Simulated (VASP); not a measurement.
Set up this calculation in VASP 6.6.1, as the native input.

```
Task                   : single point
Functional             : PBE
Potentials or basis    : VASP PAW PBE potentials, release 64 (Cd, Te)
Cutoff                 : 520 eV
k mesh                 : 6 × 6 × 6
Occupations            : fermi-dirac, width 0.02 eV
Spin                   : no spin polarisation
Dipole correction      : no
Further INCAR settings : ALGO = Normal; EDIFF = 1e-07; NBANDS = 16
```

The structure of CdTe lies in POSCAR:

```
CdTe
1.0
    0.0000000000      3.2471555650      3.3216790865
    3.2471555650      0.0000000000      3.3216790865
    3.2471555650      3.2471555650      0.0000000000
Cd Te
1 1
Direct
    0.0000000000      0.0000000000      0.0000000000
    0.2500000000      0.2500000000      0.2500000000
```

This cell differs from its parent crystal: epitaxial xy strain -1.0%.

One way to write it, as run:

INCAR

```
SYSTEM = CdTe
PREC     = Accurate       ! precision mode
ENCUT    = 520            ! plane-wave cutoff, eV
EDIFF    = 1E-7           ! SCF threshold, eV
ISMEAR   = -1             ! smearing method
SIGMA    = 0.02           ! smearing width, eV
LREAL    = .False.        ! projectors in reciprocal space
LASPH    = .True.         ! aspherical terms in the spheres
NELM     = 60             ! most SCF steps
ALGO     = Normal         ! electronic algorithm
ISIF     = 2              ! what is computed and relaxed
LWAVE    = .False.        ! write WAVECAR
LCHARG   = .False.        ! write CHGCAR
GGA      = PE             ! functional
NBANDS   = 16             ! bands
```

KPOINTS

```
Automatic mesh
0
Gamma
  6 6 6
  0 0 0
```

Potentials or basis: VASP PAW PBE potentials, release 64 (Cd, Te).

The run is started by

```sh
$ cat potpaw_PBE.64/Cd/POTCAR potpaw_PBE.64/Te/POTCAR > POTCAR
$ mpirun -np 1 vasp_std > vasp.out
```

It gave:

```
Pressure               : 1.4 GPa
Band gap on the k mesh : 0.66 eV, direct
```

Caveat: the cell differs from its parent crystal (epitaxial xy strain -1.0%); spin-orbit coupling is left out, which moves the levels of the heavy elements.

Run time: 90 s on 1 thread of AMD EPYC 7R13, on a shared host, peak memory 0.19 GiB.
